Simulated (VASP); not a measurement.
# Si (Fmm2) in VASP: single point with LDA

Aim: the single point of Si with LDA.

All numbers are computed with VASP 6.6.1; they aren't measurements. Logs are shortened: lines on timing, memory, paths and dates and some standing lists are left out, and cuts for length are marked.

### 1 The cell of the first run

Symmetry: Fmm2, No. 42, orthorhombic system. The conventional cell has a = 3.845 Å, b = 9.406 Å, c = 9.406 Å, α = 90.00°, β = 90.00°, γ = 90.00°. Within 2.9 Å of Si (site symmetry mm2) lie 4 Si at 2.18 to 2.53 Å. Within 3.1 Å of Si (site symmetry mm2) lie 5 Si at 2.38 to 3.06 Å. Within 2.9 Å of Si (site symmetry m) lie 4 Si at 2.18 to 2.38 Å.

### 2 Single point, LDA (atom 1 (Si) moved by (-0.300, +0.000) A along [1 1 0] and z)

Contents of INCAR:

```
SYSTEM = Si
PREC     = Accurate       ! precision mode
ENCUT    = 520            ! plane-wave cutoff, eV
EDIFF    = 1E-6           ! SCF threshold, eV
ISMEAR   = 0              ! smearing method
SIGMA    = 0.03           ! smearing width, eV
LREAL    = .False.        ! projectors in reciprocal space
LASPH    = .True.         ! aspherical terms in the spheres
NELM     = 100            ! most SCF steps
ALGO     = Normal         ! electronic algorithm
ISIF     = 2              ! what is computed and relaxed
LWAVE    = .False.        ! write WAVECAR
LCHARG   = .False.        ! write CHGCAR
NBANDS   = 16             ! bands
```

Contents of KPOINTS:

```
regular mesh
0
Gamma
  10 10 10
  0 0 0
```

Contents of POSCAR:

```
Si
1.0
   -3.3254442900      3.3254442900      1.9223856600
    3.3254442900     -3.3254442900      1.9223856600
    3.3254442900      3.3254442900     -1.9223856600
Si
4
Direct
    0.1469057678      0.1469057678      0.2938115357
    0.8211989400      0.8211989400      0.6423978800
    0.1788010600      0.8211989400      0.0000000000
    0.8211989400      0.1788010600      0.0000000000
```

Potentials or basis: VASP PAW LDA potentials, release 64 (Si).

Started as:

```sh
$ cat potpaw_LDA.64/Si/POTCAR > POTCAR
$ mpirun -np 1 vasp_std > vasp.out
```

OUTCAR:

```text
SYSTEM = Si
   PREC = Accurate
   ENCUT = 520
   EDIFF = 1E-6
   ISMEAR = 0
   LREAL = .False.
   LASPH = .True.
   NELM = 100
   ISIF = 2

 ion  position               nearest neighbor table
   1  0.147  0.147  0.294-   3 2.18   4 2.18   2 2.53   2 2.53   2 3.06
   2  0.821  0.821  0.642-   3 2.38   4 2.38   1 2.53   1 2.53   1 3.06
   3  0.179  0.821  0.000-   1 2.18   4 2.34   4 2.34   2 2.38
   4  0.821  0.179  0.000-   1 2.18   3 2.34   3 2.34   2 2.38

  LATTYP: Found a body centered tetragonal cell.
 ALAT       =     6.6508885800
 C/A-ratio  =     0.5780838566

  Lattice vectors:

 A1 = (  -3.3254442900,   3.3254442900,   1.9223856600)
 A2 = (   3.3254442900,  -3.3254442900,   1.9223856600)
 A3 = (   3.3254442900,   3.3254442900,  -1.9223856600)

Analysis of symmetry for initial positions (statically):
=====================================================================
 Subroutine PRICEL returns:
 Original cell was already a primitive cell.

 Routine SETGRP: Setting up the symmetry group for a
 body centered tetragonal supercell.

 Subroutine GETGRP returns: Found  4 space group operations
 (whereof  4 operations were pure point group operations)
 out of a pool of 16 trial point group operations.

The static configuration has the point symmetry C_2v.

Analysis of symmetry for dynamics (positions and initial velocities):
=====================================================================
 Subroutine PRICEL returns:
 Original cell was already a primitive cell.

 Routine SETGRP: Setting up the symmetry group for a
 body centered tetragonal supercell.

 Subroutine GETGRP returns: Found  4 space group operations
 (whereof  4 operations were pure point group operations)
 out of a pool of 16 trial point group operations.

The dynamic configuration has the point symmetry C_2v.

 Subroutine INISYM returns: Found  4 space group operations
 (whereof  4 operations are pure point group operations),
 and found     1 'primitive' translations

----------------------------------------------------------------------------------------

                                     Primitive cell

  volume of cell :      85.0354

  direct lattice vectors                    reciprocal lattice vectors
    -3.325444290  3.325444290  1.922385660     0.000000000  0.150355849  0.260093492
     3.325444290 -3.325444290  1.922385660     0.150355849  0.000000000  0.260093492
     3.325444290  3.325444290 -1.922385660     0.150355849  0.150355849  0.000000000

  length of vectors
     5.080622607  5.080622607  5.080622607     0.300425542  0.300425542  0.212635281

  position of ions in fractional coordinates (direct lattice)
     0.146905768  0.146905768  0.293811536
     0.821198940  0.821198940  0.642397880
     0.178801060  0.821198940  0.000000000
     0.821198940  0.178801060  0.000000000

  ion indices of the primitive-cell ions
   primitive index   ion index
                 1           1
                 2           2
                 3           3
                 4           4

----------------------------------------------------------------------------------------

 KPOINTS: regular mesh

Automatic generation of k-mesh.
 Grid dimensions read from file:
 generate k-points for:   10   10   10

 Generating k-lattice:

  Cartesian coordinates                     Fractional coordinates (reciprocal lattice)
     0.000000000  0.015035585  0.026009349     0.100000000  0.000000000 -0.000000000
     0.015035585  0.000000000  0.026009349     0.000000000  0.100000000 -0.000000000
     0.015035585  0.015035585  0.000000000     0.000000000  0.000000000  0.100000000

  Length of vectors
     0.030042554  0.030042554  0.021263528

  Shift w.r.t. Gamma in fractional coordinates (k-lattice)
     0.000000000  0.000000000  0.000000000

 Subroutine IBZKPT returns following result:
 ===========================================

 Found    171 irreducible k-points:

 Following reciprocal coordinates:
            Coordinates               Weight
  0.000000  0.000000  0.000000      1.000000
  0.100000  0.000000 -0.000000      8.000000
  0.200000  0.000000 -0.000000      8.000000
  0.300000  0.000000 -0.000000      8.000000
  0.400000  0.000000  0.000000      8.000000
  0.500000  0.000000  0.000000      4.000000
[... 16 lines left out ...]
 -0.100000  0.100000  0.000000      2.000000
  0.000000  0.000000  0.100000      2.000000
 [... further k-points ...]
   k-points           NKPTS =    171   k-points in BZ     NKDIM =    171   number of bands    NBANDS=     16
   number of dos      NEDOS =    301   number of ions     NIONS =      4
   total plane-waves  NPLWV =  64000
   dimension x,y,z NGX =    40 NGY =   40 NGZ =   40
   dimension x,y,z NGXF=    80 NGYF=   80 NGZF=   80
   ions per type =               4
   NGX,Y,Z   is equivalent  to a cutoff of  13.09, 13.09, 13.09 a.u.
   NGXF,Y,Z  is equivalent  to a cutoff of  26.18, 26.18, 26.18 a.u.
 SYSTEM =  Si
   PREC   = accura    normal or accurate (medium, high low for compatibility)
   ISTART =      0    job   : 0-new  1-cont  2-samecut
   ICHARG =      2    charge: 1-file 2-atom 10-const
   ISPIN  =      1    spin polarized calculation?
   LNONCOLLINEAR =      F non collinear calculations
   LSORBIT =      F    spin-orbit coupling
   LASPH  =      T    aspherical Exc in radial PAW
   ENCUT  =  520.0 eV  38.22 Ry    6.18 a.u.   9.45  9.45  9.45*2*pi/ulx,y,z
   NELM   =    100;   NELMIN=  2; NELMDL= -5     # of ELM steps
   EDIFF  = 0.1E-05   stopping-criterion for ELM
   LREAL  =      F    real-space projection
   EDIFFG = 0.1E-04   stopping-criterion for IOM
   NSW    =      0    number of steps for IOM
   IBRION =     -1    ionic relax: 0-MD 1-quasi-New 2-CG
   NFREE  =      0    steps in history (QN), initial steepest desc. (CG)
   ISIF   =      2    stress and relaxation
   ISYM   =      2    0-nonsym 1-usesym 2-fastsym
   POTIM  = 0.5000    time-step for ionic-motion
   TEBEG  =    0.0;   TEEND  =   0.0 temperature during run
   PSTRESS=    0.0 pullay stress
   NELECT =      16.0000    total number of electrons
   NUPDOWN=      -1.0000    fix difference up-down
   EMIN   =  10.00;   EMAX   =-10.00  energy-range for DOS
   EFERMI =   0.00;   METHOD = LEGACY
   ISMEAR =     0;   SIGMA  =   0.03  broadening in eV -4-tet -1-fermi 0-gaus
   EFERMI_NEDOS =   21; number of points for ismear=-14 and -15
   IALGO  =     38    algorithm
   IMIX   =      4    mixing-type and parameters
     AMIX     =   0.40;   BMIX     =  1.00
     AMIX_MAG =   1.60;   BMIX_MAG =  1.00
  volume/ion in A,a.u.               =      21.26       143.46
  Fermi-wavevector in a.u.,A,eV,Ry     =   0.938098  1.772748 11.973506  0.880028
  Thomas-Fermi vector in A             =   2.065276
   LORBIT       =      0    0 simple, 1 ext, 2 COOP (PROOUT), +10 PAW based schemes
   GGA     = CA    functional components
   LHFCALC =     F    Hartree Fock is set to
   AEXX    =    0.0000 exact exchange contribution
   IVDW    =     0    specifies the selected vdW correction
   LEPSILON=     F    determine dielectric tensor
   LRPA    =     F    only Hartree local field effects (RPA)
 non-spin polarized calculation
 Gauss-broadening in eV      SIGMA  =   0.03
  energy-cutoff  :      520.00
  volume of cell :       85.04
 maximum number of plane-waves:      2319
 NGX is ok and might be reduce to    40
   NGX = 19   NGY = 19   NGZ = 19

 number of electron      16.0000000 magnetization

 Free energy of the ion-electron system (eV)
  ---------------------------------------------------
  ext. energy  EPLUGINS =         0.00000000
  ---------------------------------------------------
  free energy    TOTEN  =       -22.70293847 eV

  energy without entropy =      -22.70260457  energy(sigma->0) =      -22.70277152

 E-fermi :   5.3283     XC(G=0):  -9.2883

 val. band max:        5.3268991585   @ k =   0.4000  -0.4000   0.5000
 cond. band min:       5.3339238777   @ k =  -0.4000   0.5000   0.4000
 fundamental gap:      0.0070247192
 Fermi energy:         5.3282579579

 k-point     1 :       0.0000    0.0000    0.0000
  band No.  band energies     occupation
      1      -6.8972      2.00000
      2      -1.9936      2.00000
      3      -0.7011      2.00000
      4      -0.4700      2.00000
      5       1.0140      2.00000
      6       3.7136      2.00000
[... 8 lines left out ...]
     15      10.9421      0.00000
     16      11.7705      0.00000

 k-point     2 :       0.1000    0.0000   -0.0000
  band No.  band energies     occupation
      1      -6.7943      2.00000
      2      -2.0876      2.00000
      3      -0.7503      2.00000
      4      -0.3509      2.00000
      5       1.1522      2.00000
      6       3.1587      2.00000
[... 8 lines left out ...]
     15      10.4497      0.00000
     16      12.3140      0.00000

 k-point     3 :       0.2000    0.0000   -0.0000
  band No.  band energies     occupation
      1      -6.4940      2.00000
      2      -2.2252      2.00000
      3      -1.1062      2.00000
      4       0.0236      2.00000
      5       1.3947      2.00000
      6       2.2264      2.00000
[... 8 lines left out ...]
     15      10.8086      0.00000
     16      12.0512      0.00000

 k-point     4 :       0.3000    0.0000   -0.0000
  band No.  band energies     occupation
      1      -6.0290      2.00000
      2      -2.3165      2.00000
      3      -1.6181      2.00000
      4       0.0562      2.00000
      5       1.4256      2.00000
      6       1.6510      2.00000
[... 8 lines left out ...]
     15      11.5577      0.00000
     16      12.4218      0.00000
[... 324 lines left out ...]
 k-point    22 :      -0.1000   -0.0000    0.2000
  band No.  band energies     occupation
      1      -6.7027      2.00000
      2      -2.4780      2.00000
      3      -0.9899      2.00000
      4      -0.1663      2.00000
      5       1.8163      2.00000
      6       3.0942      2.00000
[... 8 lines left out ...]
     15      10.8130      0.00000
     16      12.5243      0.00000

 k-point    23 :      -0.1000    0.1000    0.0000
  band No.  band energies     occupation
      1      -6.8398      2.00000
      2      -2.4246      2.00000
      3      -0.5106      2.00000
      4      -0.3724      2.00000
      5       1.2827      2.00000
      6       3.6177      2.00000
[... 8 lines left out ...]
     15      11.0657      0.00000
     16      12.0155      0.00000

 k-point    24 :       0.0000    0.0000    0.1000
  band No.  band energies     occupation
      1      -6.8503      2.00000
      2      -2.2519      2.00000
      3      -0.6684      2.00000
      4      -0.5373      2.00000
      5       1.4282      2.00000
      6       3.7015      2.00000
[... 8 lines left out ...]
     15      11.0517      0.00000
     16      12.0191      0.00000

 [... further k-points ...]

------------------------ aborting loop because EDIFF is reached ----------------------------------------

  FORCE on cell =-STRESS in cart. coord.  units (eV):
  Direction    XX          YY          ZZ          XY          YZ          ZX
  --------------------------------------------------------------------------------------
  -------------------------------------------------------------------------------------
  Total        2.2450849      2.2450849     -2.7191626     -1.9189876      0.0000000      0.0000000
  in kB       42.3003033     42.3003033    -51.2325418    -36.1562096      0.0000000      0.0000000
  external PRESSURE =      11.1226883 kB  Pullay stress =       0.0000000 kB

 VOLUME and BASIS-vectors are now :
 -----------------------------------------------------------------------------
  energy-cutoff  :      520.00
  volume of cell :       85.04
      direct lattice vectors                 reciprocal lattice vectors
    -3.325444290  3.325444290  1.922385660     0.000000000  0.150355849  0.260093492
     3.325444290 -3.325444290  1.922385660     0.150355849  0.000000000  0.260093492
     3.325444290  3.325444290 -1.922385660     0.150355849  0.150355849  0.000000000

 POSITION                                       TOTAL-FORCE (eV/Angst)
 -----------------------------------------------------------------------------------
      0.97705      0.97705     -0.00000         3.131620      3.131620      0.000000
      2.13626      2.13626      1.92239        -1.087939     -1.087939      0.000000
      2.13626     -2.13626      1.92239        -1.980215     -0.063466     -0.000000
     -2.13626      2.13626      1.92239        -0.063466     -1.980215     -0.000000
 -----------------------------------------------------------------------------------
    total drift:                                0.000039      0.000039     -0.000000

  FREE ENERGIE OF THE ION-ELECTRON SYSTEM (eV)
  ---------------------------------------------------
  free  energy   TOTEN  =       -22.7029384720 eV

  energy  without entropy=      -22.7026045685  energy(sigma->0) =      -22.70277152
```

Run time: 5.8 min. Hardware: 1 thread of Intel Xeon 8259CL, shared host; peak memory 0.3 GiB.

What came out:

* Free energy: -22.7029 eV
* Pressure: 1.1 GPa
* Largest force: 4.429 eV/Å
* Band gap on the k mesh: zero (bands 8 and 9 overlap by 0.87 eV)

Forces on the atoms (eV/Å):
```
Si   3.132  3.132  0.000
Si  -1.088 -1.088  0.000
Si  -1.980 -0.063  0.000
Si  -0.063 -1.980  0.000
```

Stress tensor (GPa, compression positive):
```
 4.23 -3.62  0.00
-3.62  4.23  0.00
 0.00  0.00 -5.12
```

Levels at points of the mesh, in eV from the Fermi level:
| k point | band 4 | band 5 | band 6 | band 7 | band 8 | band 9 | band 10 | band 11 | band 12 | band 13 |
| --- | --- | --- | --- | --- | --- | --- | --- | --- | --- | --- |
| (0.00, 0.00, 0.00) | -5.80 | -4.31 | -1.61 | -0.93 | -0.50 | 0.78 | 1.53 | 1.92 | 2.43 | 2.95 |
| (0.50, 0.00, 0.00) | -5.79 | -4.30 | -3.83 | -2.46 | -1.30 | 0.90 | 2.30 | 2.54 | 2.83 | 4.39 |
| (0.50, 0.50, 0.00) | -4.99 | -3.13 | -2.28 | -1.68 | -0.58 | 1.36 | 1.40 | 2.72 | 3.53 | 3.68 |
| (0.00, 0.00, 0.50) | -5.61 | -2.64 | -1.74 | -1.68 | -1.44 | 1.80 | 1.81 | 1.94 | 3.68 | 4.23 |
| (0.50, 0.50, 0.50) | -4.95 | -2.86 | -0.66 | 0.05 | 0.53 | 0.53 | 2.97 | 3.86 | 4.00 | 4.11 |

Caveat: the cell differs from its parent crystal (atom 1 (Si) moved by (-0.300, +0.000) A along [1 1 0] and z); the stress differs along the axes, from -5 to 4 GPa; forces of over 1 eV/Å act on the atoms, so gaps and moduli don't describe the material at rest.
